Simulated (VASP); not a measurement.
Runs of VASP 6.6.1 on Re. The structure is that of space group P6_3/mmc (No. 194), or close to it. The cells are those of the table. 

```csv
task,cell,k mesh,cutoff (eV),gap on the mesh (eV),pressure (GPa)
single point,"a = 2.888, b = 2.888, c = 4.643 Å, angles 90.0, 90.0, 120.0°, 2 atoms",21 × 21 × 12,520,none,-19.7
single point,"a = 2.738, b = 2.738, c = 4.402 Å, angles 90.0, 90.0, 120.0°, 2 atoms",21 × 21 × 12,520,none,35.6
single point,"a = 2.698, b = 2.698, c = 4.337 Å, angles 90.0, 90.0, 120.0°, 2 atoms",21 × 21 × 12,520,none,59.1
relaxation of cell and atoms,"relaxed from a = 2.761, b = 2.761, c = 4.458 Å, angles 90.0, 90.0, 120.0°, 2 atoms",13 × 13 × 7,600,none,0.0
single point,"a = 2.923, b = 2.923, c = 4.700 Å, angles 90.0, 90.0, 120.0°, 2 atoms",21 × 21 × 12,520,none,(b)
single point,"a = 2.815, b = 2.815, c = 4.526 Å, angles 90.0, 90.0, 120.0°, 2 atoms",21 × 21 × 12,520,none,1.8
single point,"a = 2.815, b = 2.815, c = 4.526 Å, angles 90.0, 90.0, 120.0°, 2 atoms",13 × 13 × 7,520,none,1.8
single point,"a = 2.852, b = 2.852, c = 4.585 Å, angles 90.0, 90.0, 120.0°, 2 atoms",21 × 21 × 12,520,none,-10.2
single point,"a = 2.777, b = 2.777, c = 4.465 Å, angles 90.0, 90.0, 120.0°, 2 atoms",21 × 21 × 12,520,none,(a)
```

Alike in all rows: level BLYP; potentials or basis VASP PAW PBE potentials, release 64 (Re); no spin polarisation; smearing fermi-dirac 0.1 eV.

Question: Fill in the values left out.

Answer: (a) 16.8; (b) -27.3.

Caveats: the PAW data sets were made with another functional, which shifts forces and pressure a little; spin-orbit coupling is left out, which moves the levels of the heavy elements; the cell stands under tension (at least some runs); the cell stands under pressure (at least some runs).

A k mesh can miss the band edges, and the runs leave out spin-orbit coupling on Re.

A gap of «none» marks levels without a gap at the run's occupations.
